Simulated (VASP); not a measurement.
Input of a VASP 6.6.1 run:

Contents of INCAR:

```
SYSTEM = GaGeCl5
ALGO = Normal
EDIFF = 1E-6
ENCUT = 520
GGA = PS
ISIF = 2
ISMEAR = -1
LASPH = .TRUE.
LCHARG = .TRUE.
LELF = .TRUE.
LREAL = .FALSE.
LVHAR = .TRUE.
LWAVE = .FALSE.
NBANDS = 40
NELM = 60
PREC = Accurate
SIGMA = 0.03
```

File KPOINTS:

```
k-points
0
G
  4 4 4
  0 0 0
```

POSCAR

```
GaGeCl5
1.0
    4.3240466583      0.0000000000      0.0000000000
    0.0000000000      4.3240466583      0.0000000000
    0.0000000000      0.0000000000      7.3382260169
Ga Ge Cl
1 1 5
Direct
    0.0000000000      0.0000000000      0.5000000000
    0.5000000000      0.5000000000      0.0000000000
    0.0000000000      0.0000000000      0.0000000000
    0.5000000000      0.0000000000      0.7028231371
    0.0000000000      0.5000000000      0.7028231371
    0.5000000000      0.0000000000      0.2971768629
    0.0000000000      0.5000000000      0.2971768629
```

Potentials or basis: VASP PAW PBE potentials, release 64 (Ga_d, Ge_d, Cl).

Run with:

```sh
$ cat potpaw_PBE.64/Ga_d/POTCAR potpaw_PBE.64/Ge_d/POTCAR potpaw_PBE.64/Cl/POTCAR > POTCAR
$ mpirun -np 1 vasp_std > vasp.out
```

(1) Predict the band gap on the k mesh.

(2) What does it give for the pressure?

(3) What does it give for the largest force?

Results:

(1) zero (bands 31 and 32 overlap by 0.16 eV).

(2) 0.0 GPa.

(3) 0.007 eV/Å.

Caveat: the k points lie up to 0.36 Å⁻¹ apart; the PAW data sets were made with another functional, which shifts forces and pressure a little.
